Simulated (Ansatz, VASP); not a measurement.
**One calculation of SiC, two programs**

```
Si C
1.0
     3.08000    0.00000    0.00000
    -1.54000    2.66736    0.00000
     0.00000    0.00000   10.08000
Si C
4 4
Cartesian
  0.0000 0.0000 0.0000
  0.0000 1.7782 2.5200
  1.5400 0.8891 5.0400
  0.0000 1.7782 7.5600
  0.0000 0.0000 1.8900
  0.0000 1.7782 4.4100
  1.5400 0.8891 6.9300
  0.0000 1.7782 9.4500
```

Alike in both runs: task relaxation of cell and atoms; functional PBE; k mesh 12 × 12 × 3; no spin polarisation.

|  | VASP | Ansatz |
| --- | --- | --- |
| version | VASP 6.6.1 | Ansatz 0.2.0 |
| potentials or method | VASP PAW PBE potentials, release 64 (Si, C), cutoff 600 eV | scalar-relativistic, plane waves, PAW |
| occupations | gaussian, width 0.01 eV | fixed |
| valence electrons in the cell | 32 | 32 |

|  | VASP | Ansatz | Ansatz less VASP |
| --- | --- | --- | --- |
| gap on the k mesh at the Fermi level, each at its own relaxed structure (eV) | 2.22 | 2.22 | +0.001 |
| relaxed volume (Å³/atom) | 10.49 | 10.50 | +0.009 |
| relaxed cell length with the largest relative difference (Å) | 3.093 | 3.094 | +0.0009 |
